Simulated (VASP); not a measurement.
Set up this calculation in VASP 6.6.1, as the native input.

| Item | Value |
| --- | --- |
| Task | relaxation of cell and atoms |
| Functional | PBE |
| Dispersion | D4 |
| Potentials or basis | VASP PAW PBE potentials, release 64 (Sr_sv, O) |
| Cutoff | 600 eV |
| k mesh | 9 × 9 × 9 |
| Occupations | fermi-dirac, width 0.05 eV |
| Spin | no spin polarisation |
| Dipole correction | no |
| Further INCAR settings | ALGO = Normal; EDIFF = 1e-07; IBRION = 2; EDIFFG = -0.01; NSW = 60; ISIF = 3 |

The structure of SrO lies in POSCAR:

```
SrO
1.0
    0.0000000000      2.5663000000      2.5663000000
    2.5663000000      0.0000000000      2.5663000000
    2.5663000000      2.5663000000      0.0000000000
Sr O
1 1
Direct
    0.5000000000      0.5000000000      0.5000000000
    0.0000000000      0.0000000000      0.0000000000
```

These files were run (other wordings do the same):

INCAR

```
SYSTEM = SrO
  ALGO = Normal
  EDIFF = 1E-7
  EDIFFG = -0.01
  ENCUT = 600
  GGA = PE
  IBRION = 2
  ISIF = 3
  ISMEAR = -1
  IVDW = 13
  LASPH = .True.
  LCHARG = .False.
  LREAL = .False.
  LWAVE = .False.
  NELM = 100
  NSW = 60
  PREC = Accurate
  SIGMA = 0.05
```

KPOINTS

```
k-points
0
Gamma
  9 9 9
  0 0 0
```

Potentials or basis: VASP PAW PBE potentials, release 64 (Sr_sv, O).

Run with:

```bash
$ cat potpaw_PBE.64/Sr_sv/POTCAR potpaw_PBE.64/O/POTCAR > POTCAR
$ mpirun -np 1 vasp_std > vasp.out
```

It gave:

The relaxed volume is 17.28 Å³/atom and the relaxed cell is a = 3.656 Å, b = 3.656 Å, c = 3.656 Å, α = 60.00°, β = 60.00°, γ = 60.00°. The space group after relaxing (to 0.05 Å) is Fm-3m (No. 225). The energy gained by relaxing is 2.3 meV/atom and the ionic steps are 3. The pressure after relaxing is 0.0 GPa, the band gap on the k mesh is 3.33 eV, indirect (least direct gap 3.44 eV) and the dispersion energy per atom is -0.168 eV.

Wall time 28 s on 1 thread of AMD EPYC 9R45 96-Core Processor (Zen 5), on a shared host, peak memory 0.15 GiB.
